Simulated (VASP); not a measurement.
Here is a VASP 6.6.1 calculation.

The input INCAR:

```
PREC = Accurate
ENCUT = 520
EDIFF = 1E-6
ISMEAR = -1
SIGMA = 0.08
LREAL = F
LASPH = T
NELM = 80
ALGO = Normal
ISIF = 2
LWAVE = F
LCHARG = F
GGA = PE
NBANDS = 35
```

Contents of KPOINTS:

```
Automatic mesh
0
Gamma
  11 11 3
```

File POSCAR:

```
WSe2
1.0
    3.2899984505      0.0000000000      0.0000000000
   -1.6449992252      2.8492222365      0.0000000000
    0.0000000000      0.0000000000     12.7106000000
W Se
2 4
Direct
    0.3333333333      0.6666666667      0.2500000000
    0.6666666667      0.3333333333      0.7500000000
    0.3333333333      0.6666666667      0.6210000000
    0.6666666667      0.3333333333      0.1210000000
    0.3333333333      0.6666666667      0.8790000000
    0.6666666667      0.3333333333      0.3790000000
```

Potentials or basis: VASP PAW PBE potentials, release 64 (W_sv, Se).

Launch:

```console
$ cat potpaw_PBE.64/W_sv/POTCAR potpaw_PBE.64/Se/POTCAR > POTCAR
$ mpirun -np 1 vasp_std > vasp.out
```

(1) What does it give for the largest force?

(2) Predict the band gap on the k mesh.

## Answers

(1) 0.807 eV/Å.

(2) 0.87 eV, indirect (least direct gap 1.68 eV).

Caveat: the cell differs from its parent crystal (zz strain of -2 %); spin-orbit coupling is left out, which moves the levels of the heavy elements.
